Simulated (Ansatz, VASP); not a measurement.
## PbS in VASP and in Ansatz

```
Pb S
1.0
     0.00000    2.90447    2.90447
     2.90447    0.00000    2.90447
     2.90447    2.90447    0.00000
Pb S
1 1
Cartesian
  0.0000 0.0000 0.0000
  2.9045 2.9045 2.9045
```

Change from the starting cell: volume scaled by 0.94.

Alike in both runs: task single point; functional LDA; k mesh 7 × 7 × 7; occupations fermi-dirac, width 0.01 eV; no spin polarisation.

|  | VASP | Ansatz |
| --- | --- | --- |
| version | VASP 6.6.1 | Ansatz 0.2.0 |
| potentials or method | VASP PAW LDA potentials, release 64 (Pb_d, S), cutoff 520 eV | all-electron LAPW, scalar-relativistic |

```csv
,VASP,Ansatz,Ansatz less VASP
pressure (GPa),1.2,1.2,-0.04
```

LDA's correlation is that of Perdew and Zunger in VASP and of Perdew and Wang (1992) in Ansatz. Ansatz ran all-electron here, and VASP with PAW potentials.

Spin-orbit coupling is off throughout.
